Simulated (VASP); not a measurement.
# BaTiO3 (R3m) in VASP: further runs, part 2 of 2

VASP 6.6.1. Earlier steps stand in the parts before.

## (4) Electric field gradients, PBEsol

File INCAR:

```
ALGO = Normal
EDIFF = 1E-8
ENCUT = 520
GGA = PS
ISIF = 2
ISMEAR = -1
LASPH = True
LCHARG = False
LEFG = True
LREAL = False
LWAVE = False
NBANDS = 28
NELM = 80
PREC = Accurate
SIGMA = 0.02
```

File KPOINTS:

```
k-points
0
Gamma
  8 8 8
```

File POSCAR:

```
BaTiO3
1.0
    2.8276671207      1.6325543733      2.3177320127
   -2.8276671207      1.6325543733      2.3177320127
    0.0000000000     -3.2651087466      2.3177320127
Ba Ti O
1 1 3
Direct
   -0.0019543295     -0.0019543295     -0.0019543295
    0.4863644942      0.4863644942      0.4863644942
    0.5100996181      0.5100996181      0.0166905991
    0.0166905991      0.5100996181      0.5100996181
    0.5100996181      0.0166905991      0.5100996181
```

Potentials or basis: VASP PAW PBE potentials, release 64 (Ba_sv, Ti_sv, O).

Started as:

```sh
> cat potpaw_PBE.64/Ba_sv/POTCAR potpaw_PBE.64/Ti_sv/POTCAR potpaw_PBE.64/O/POTCAR > POTCAR
> mpirun -np 1 vasp_std > vasp.out
```

OUTCAR:

```text
EDIFF = 1E-8
   ENCUT = 520
   GGA = PS
   ISIF = 2
   ISMEAR = -1
   LASPH = True
   LREAL = False
   NELM = 80
   PREC = Accurate

 ion  position               nearest neighbor table
   1  0.998  0.998  0.998-   3 2.77   4 2.77   5 2.77   4 2.83   5 2.83   5 2.83   4 2.83   3 2.83
                             3 2.83   3 2.90   4 2.90   5 2.90   2 3.40   2 3.44   2 3.44   2 3.44
   2  0.486  0.486  0.486-   3 1.88   4 1.88   5 1.88   3 2.13   4 2.13   5 2.13   1 3.40   1 3.44
                             1 3.44   1 3.44   1 3.49   1 3.49   1 3.49   1 3.56
   3  0.510  0.510  0.017-   2 1.88   2 2.13   1 2.77   1 2.83   1 2.83   1 2.90
   4  0.017  0.510  0.510-   2 1.88   2 2.13   1 2.77   1 2.83   1 2.83   1 2.90
   5  0.510  0.017  0.510-   2 1.88   2 2.13   1 2.77   1 2.83   1 2.83   1 2.90

  LATTYP: Found a trigonal (rhomboedric) cell.
 ALAT       =     4.0041000000
[... 983 lines left out ...]
   4       3.538    -5.366     1.829     7.711    12.173     7.028
   5       3.538    -5.366     1.829    -7.711   -12.173     7.028
---------------------------------------------------------------------

 Electric field gradients after diagonalization (V/A^2)
 (convention: |V_zz| > |V_xx| > |V_yy|)
----------------------------------------------------------------------
 ion       V_xx      V_yy      V_zz     asymmetry (V_yy - V_xx)/ V_zz
----------------------------------------------------------------------
   1      -1.457    -1.457     2.914       0.000
   2      -5.220    -5.220    10.441       0.000
   3      -9.818    -9.481    19.299       0.017
   4      -9.818    -9.481    19.299       0.017
   5      -9.818    -9.481    19.299       0.017
----------------------------------------------------------------------

           NMR quadrupolar parameters

 Cq : quadrupolar parameter    Cq=e*Q*V_zz/h
 eta: asymmetry parameters     (V_yy - V_xx)/ V_zz
 Q  : nuclear electric quadrupole moment in mb (millibarn)
----------------------------------------------------------------------
 ion       Cq(MHz)       eta       Q (mb)
----------------------------------------------------------------------
   1       0.007       0.000       1.000
   2       0.025       0.000       1.000
   3       0.047       0.017       1.000
   4       0.047       0.017       1.000
   5       0.047       0.017       1.000
----------------------------------------------------------------------
```

OSZICAR:

```text
N       E                     dE             d eps       ncg     rms          rms(c)
DAV:   1     0.435090681038E+03    0.43509E+03   -0.20839E+04  3640   0.155E+03
DAV:   2    -0.378734901715E+01   -0.43888E+03   -0.41753E+03  4136   0.429E+02
[... 11 lines left out ...]
DAV:  14    -0.420084736199E+02    0.17905E-05   -0.36122E-05  4396   0.516E-02    0.507E-03
DAV:  15    -0.420084740817E+02   -0.46180E-06   -0.27877E-06  4772   0.119E-02    0.313E-03
DAV:  16    -0.420084739594E+02    0.12237E-06   -0.16888E-07  4548   0.366E-03    0.143E-03
DAV:  17    -0.420084739423E+02    0.17026E-07   -0.80530E-08  4188   0.258E-03    0.409E-04
DAV:  18    -0.420084739268E+02    0.15555E-07   -0.10933E-08  3096   0.969E-04    0.983E-05
DAV:  19    -0.420084739275E+02   -0.68030E-09   -0.19023E-09  2424   0.331E-04
   1 F= -.42008474E+02 E0= -.42008474E+02  d E =-.374508E-14
```

stdout:

```text
POSCAR found type information on POSCAR BaTiO
 POSCAR found :  3 types and       5 ions
 scaLAPACK will be used
 -----------------------------------------------------------------------------
|                                                                             |
|                                                                             |
|     You enforced a specific xc type in the INCAR file but a different       |
|     I HOPE YOU KNOW WHAT YOU ARE DOING!                                     |
|                                                                             |
 -----------------------------------------------------------------------------

 LDA part: xc-table for (Slater+PW92), standard interpolation
 POSCAR, INCAR and KPOINTS ok, starting setup
 FFT: planning ... GRIDC
 FFT: planning ... GRID_SOFT
 FFT: planning ... GRID
 WAVECAR not read
 entering main loop
ion   1

ion   2

ion   3
[... 18 lines left out ...]
     0.0000293     5.4218921    -5.2301898    -1.6193572     9.0589545    -3.1303308
     0.0000403     5.4218910    -5.2301888    -1.6193570     9.0589527    -3.1303302
     0.0000555     5.4218891    -5.2301870    -1.6193565     9.0589497    -3.1303291
     0.0000765     5.4218859    -5.2301841    -1.6193558     9.0589446    -3.1303273
```

Wall time 59 s (1 thread of Intel Xeon 6975P-C (Granite Rapids), shared host); peak memory 0.25 GiB.

What came out:

```yaml
Free_energy: -42.0085 eV
Pressure: 0.1 GPa
Largest_force: 0.029 eV/Å
Band_gap_on_the_k_mesh: 2.27 eV (least direct gap 2.64 eV)
Largest_electric_field_gradient_by_atom: Ba +2.9; Ti +10.4; O +19.3 V/Å²
```

Forces on the atoms (eV/Å):
```
Ba   0.000  0.000  0.017
Ti   0.000  0.000 -0.003
O    0.000 -0.029 -0.004
O    0.025  0.014 -0.004
O   -0.025  0.014 -0.004
```

Electric field gradients, principal values (V/Å²):
```tsv
atom	least	middle	greatest (by size)
1 Ba	-1.457	-1.457	2.914
2 Ti	-5.220	-5.220	10.441
3 O	-9.481	-9.818	19.299
4 O	-9.481	-9.818	19.299
5 O	-9.481	-9.818	19.299
```

Caveat: without QUAD_EFG the Cq values of the log hold for a quadrupole moment of 1 mb, not for the nuclei; the PAW data sets were made with another functional, which shifts forces and pressure a little; spin-orbit coupling is left out, which moves the levels of the heavy elements. A k mesh can miss the band edges.

## (5) Electric field gradients, r2SCAN

POSCAR is that of step 4.

File INCAR.step1:

```
  ALGO = Normal
  EDIFF = 1E-4
  ENCUT = 520
  GGA = PE
  ISMEAR = -1
  LASPH = T
  LCHARG = F
  LREAL = F
  LWAVE = T
  NBANDS = 28
  NELM = 60
  PREC = Accurate
  SIGMA = 0.02
```

File INCAR.step2:

```
  ALGO = Normal
  EDIFF = 1E-8
  ENCUT = 520
  ISIF = 2
  ISMEAR = -1
  ISTART = 1
  LASPH = T
  LCHARG = F
  LEFG = T
  LMIXTAU = T
  LREAL = F
  LWAVE = F
  METAGGA = R2SCAN
  NBANDS = 28
  NELM = 60
  PREC = Accurate
  SIGMA = 0.02
```

KPOINTS is that of step 4.

Potentials or basis: VASP PAW PBE potentials, release 64 (Ba_sv, Ti_sv, O).

Started as:

```sh
> cat potpaw_PBE.64/Ba_sv/POTCAR potpaw_PBE.64/Ti_sv/POTCAR potpaw_PBE.64/O/POTCAR > POTCAR
> cp INCAR.step1 INCAR
> mpirun -np 1 vasp_std > vasp.out
> cp INCAR.step2 INCAR
> mpirun -np 1 vasp_std > vasp.out
```

OUTCAR:

```text
EDIFF = 1E-8
   ENCUT = 520
   ISIF = 2
   ISMEAR = -1
   ISTART = 1
   LASPH = T
   LREAL = F
   METAGGA = R2SCAN
   NELM = 60
   PREC = Accurate

 ion  position               nearest neighbor table
   1  0.998  0.998  0.998-   3 2.77   4 2.77   5 2.77   4 2.83   5 2.83   5 2.83   4 2.83   3 2.83
                             3 2.83   3 2.90   4 2.90   5 2.90   2 3.40   2 3.44   2 3.44   2 3.44
   2  0.486  0.486  0.486-   3 1.88   4 1.88   5 1.88   3 2.13   4 2.13   5 2.13   1 3.40   1 3.44
                             1 3.44   1 3.44   1 3.49   1 3.49   1 3.49   1 3.56
   3  0.510  0.510  0.017-   2 1.88   2 2.13   1 2.77   1 2.83   1 2.83   1 2.90
   4  0.017  0.510  0.510-   2 1.88   2 2.13   1 2.77   1 2.83   1 2.83   1 2.90
   5  0.510  0.017  0.510-   2 1.88   2 2.13   1 2.77   1 2.83   1 2.83   1 2.90

  LATTYP: Found a trigonal (rhomboedric) cell.
 ALAT       =     4.0041000000
 COS(alpha) =     0.0025830844

  Lattice vectors:
[... 980 lines left out ...]
   4       5.411    -6.814     1.403    10.587    15.626     9.022
   5       5.411    -6.814     1.403   -10.587   -15.626     9.022
---------------------------------------------------------------------

 Electric field gradients after diagonalization (V/A^2)
 (convention: |V_zz| > |V_xx| > |V_yy|)
----------------------------------------------------------------------
 ion       V_xx      V_yy      V_zz     asymmetry (V_yy - V_xx)/ V_zz
----------------------------------------------------------------------
   1      -1.798    -1.798     3.595       0.000
   2      -5.024    -5.024    10.048       0.000
   3     -12.926   -12.276    25.203       0.026
   4     -12.926   -12.276    25.203       0.026
   5     -12.926   -12.276    25.203       0.026
----------------------------------------------------------------------

           NMR quadrupolar parameters

 Cq : quadrupolar parameter    Cq=e*Q*V_zz/h
 eta: asymmetry parameters     (V_yy - V_xx)/ V_zz
 Q  : nuclear electric quadrupole moment in mb (millibarn)
----------------------------------------------------------------------
 ion       Cq(MHz)       eta       Q (mb)
----------------------------------------------------------------------
   1       0.009       0.000       1.000
   2       0.024       0.000       1.000
   3       0.061       0.026       1.000
   4       0.061       0.026       1.000
   5       0.061       0.026       1.000
----------------------------------------------------------------------
```

OSZICAR.step1:

```text
N       E                     dE             d eps       ncg     rms          rms(c)
DAV:   1     0.439653583800E+03    0.43965E+03   -0.20902E+04  3640   0.155E+03
DAV:   2    -0.257992350401E+01   -0.44223E+03   -0.42037E+03  4148   0.431E+02
DAV:   3    -0.483926414514E+02   -0.45813E+02   -0.45373E+02  5092   0.136E+02
DAV:   4    -0.505822029989E+02   -0.21896E+01   -0.21848E+01  5456   0.255E+01
DAV:   5    -0.506453496806E+02   -0.63147E-01   -0.63134E-01  4924   0.344E+00    0.237E+01
DAV:   6    -0.401535042279E+02    0.10492E+02   -0.56471E+01  5436   0.683E+01    0.100E+01
DAV:   7    -0.401585206736E+02   -0.50164E-02   -0.10871E+01  4928   0.244E+01    0.719E+00
DAV:   8    -0.399844905683E+02    0.17403E+00   -0.61023E-01  4384   0.728E+00    0.366E+00
DAV:   9    -0.400204235960E+02   -0.35933E-01   -0.34999E-01  5416   0.512E+00    0.157E+00
DAV:  10    -0.399977696426E+02    0.22654E-01   -0.16030E-01  4356   0.421E+00    0.573E-01
DAV:  11    -0.399939336744E+02    0.38360E-02   -0.18431E-02  4664   0.861E-01    0.137E-01
DAV:  12    -0.399941473323E+02   -0.21366E-03   -0.22199E-03  4708   0.442E-01    0.139E-01
DAV:  13    -0.399939052050E+02    0.24213E-03   -0.90595E-04  4112   0.321E-01    0.163E-02
DAV:  14    -0.399939095641E+02   -0.43591E-05   -0.33680E-05  2496   0.450E-02
   1 F= -.39993910E+02 E0= -.39993910E+02  d E =-.715935E-14
```

Run time: 4.1 min. Hardware: 1 thread of Intel Xeon 6975P-C (Granite Rapids), shared host; peak memory 0.26 GiB.

Results:

- Free energy: -74.2565 eV
- Pressure: 3.4 GPa
- Largest force: 0.104 eV/Å
- Band gap on the k mesh: 2.70 eV (least direct gap 3.09 eV)
- Largest electric field gradient by atom: Ba +3.6; Ti +10.0; O +25.2 V/Å²

Forces on the atoms (eV/Å):
```
Ba   0.000  0.000  0.048
Ti   0.000  0.000  0.104
O    0.000 -0.018 -0.051
O    0.015  0.009 -0.051
O   -0.015  0.009 -0.051
```

Levels at points of the mesh, in eV from the valence-band top:
```csv
k point,band 16,band 17,band 18,band 19,band 20,band 21,band 22,band 23,band 24,band 25
"(0.00, 0.00, 0.00)",-1.32,-1.10,-0.49,-0.39,-0.39,2.70,2.70,2.83,4.72,4.72
"(0.50, 0.00, 0.00)",-2.06,-1.73,-1.63,-0.96,-0.86,2.87,4.11,4.22,4.69,6.52
"(0.50, 0.50, 0.00)",-2.70,-1.68,-0.90,-0.86,-0.09,4.19,4.19,4.56,5.37,8.24
"(0.50, 0.50, 0.50)",-2.40,-2.36,-0.02,-0.02,0.00,4.69,4.83,4.83,7.27,7.27
```

Electric field gradients, principal values (V/Å²):
```
atom    least   middle  greatest (by size)
1 Ba   -1.798   -1.798               3.595
2 Ti   -5.024   -5.024              10.048
 3 O  -12.276  -12.926              25.203
 4 O  -12.276  -12.926              25.203
 5 O  -12.276  -12.926              25.203
```

Caveat: the cell stands under pressure; without QUAD_EFG the Cq values of the log hold for a quadrupole moment of 1 mb, not for the nuclei; the PAW data sets were made with another functional, which shifts forces and pressure a little; spin-orbit coupling is left out, which moves the levels of the heavy elements. A k mesh can miss the band edges.

## (6) Summary

| level | potentials or basis | cell | gap on the mesh (eV) | pressure (GPa) | largest force (eV/Å) |
| --- | --- | --- | --- | --- | --- |
| PBE | VASP PAW PBE potentials, release 64 (Ba_sv, Ti_sv, O) | as given, atomic positions A | 2.35 | 6.8 | 0.21 |
| LDA | VASP PAW LDA potentials, release 64 (Ba_sv, Ti_sv, O) | as given, atomic positions B | 2.22 | -4.4 | 0.07 |
| PBEsol | VASP PAW PBE potentials, release 64 (Ba_sv, Ti_sv, O) | as given, atomic positions B | 2.27 | 0.1 | 0.03 |
| r2SCAN | VASP PAW PBE potentials, release 64 (Ba_sv, Ti_sv, O) | as given, atomic positions B | 2.70 | 3.4 | 0.10 |

Alike in all rows: task electric field gradients; no spin polarisation; k mesh 8 × 8 × 8; cutoff (eV) 520; smearing fermi-dirac 0.02 eV.

Caveats: spin-orbit coupling is left out, which moves the levels of the heavy elements; the cell stands under pressure (at least some runs); the PAW data sets were made with another functional, which shifts forces and pressure a little (at least some runs); the cell stands under tension (at least some runs).

Total energies depend on the potentials used, so only differences within one code and one set of settings carry meaning.
